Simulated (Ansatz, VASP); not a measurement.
**BaS: VASP beside Ansatz**

INCAR

```
SYSTEM = BaS
PREC = Accurate
ENCUT = 520
EDIFF = 1E-8
ISMEAR = -1
SIGMA = 0.01
LREAL = .False.
LASPH = .True.
NELM = 60
ALGO = Normal
ISIF = 2
LWAVE = .False.
LCHARG = .False.
GGA = CA
LEFG = .True.
NBANDS = 15
```

KPOINTS

```
regular mesh
0
Gamma
  7 7 7
  0 0 0
```

POSCAR

```
BaS
1.0
    0.0319375000      3.2097187500      3.2097187500
    3.2097187500      0.0319375000      3.2097187500
    3.2097187500      3.2097187500      0.0319375000
Ba S
1 1
Direct
    0.0000000000      0.0000000000      0.0000000000
    0.5000000000      0.5000000000      0.5000000000
```

Input for Ansatz:

```yaml
crystal:
  lattice:
    - [0.0319375, 3.20971875, 3.20971875]
    - [3.20971875, 0.0319375, 3.20971875]
    - [3.20971875, 3.20971875, 0.0319375]
  atoms:
    - { symbol: Ba, position: [0.0, 0.0, 0.0] }
    - { symbol: S, position: [0.5, 0.5, 0.5] }
kpoints:
  mp_grid: { grid: [7, 7, 7] }
scf:
  occupations: { method: fermi_dirac, width: 0.01 }
hamiltonian:
  xc: lda
  pseudopotentials: { kind: paw }
output:
  forces: true
  stress: true
  eigenvalues: true
  efg: { contact_densities: true }
```

Change from the starting cell: equal xy, yz and zx shear strains of +1 %, PAW files.

Alike in both runs: task electric field gradients; functional LDA; k mesh 7 × 7 × 7; occupations fermi-dirac, width 0.01 eV; no spin polarisation.

```csv
,VASP,Ansatz
version,VASP 6.6.1,Ansatz 0.2.0
potentials or method,"VASP PAW LDA potentials, release 64 (Ba_sv, S)","PAW with Ansatz's default frozen-core files, scalar-relativistic"
plane-wave cutoff (eV),520,420
valence electrons in the cell,16,16
```

|  | VASP | Ansatz | Ansatz less VASP |
| --- | --- | --- | --- |
| gap on the k mesh at the Fermi level (eV) | 1.95 | 2.05 | +0.102 |
| pressure (GPa) | -1.8 | -2.5 | -0.63 |
| traceless stress, the component that is largest in VASP (GPa) | -0.20 | -0.20 | -0.001 |
| size of Vzz on the site where it differs most (V/Å²) | 7.0 | 6.9 | -0.06 |

LDA's correlation is that of Perdew and Zunger in VASP and of Perdew and Wang (1992) in Ansatz.

Neither program's run includes spin-orbit coupling.
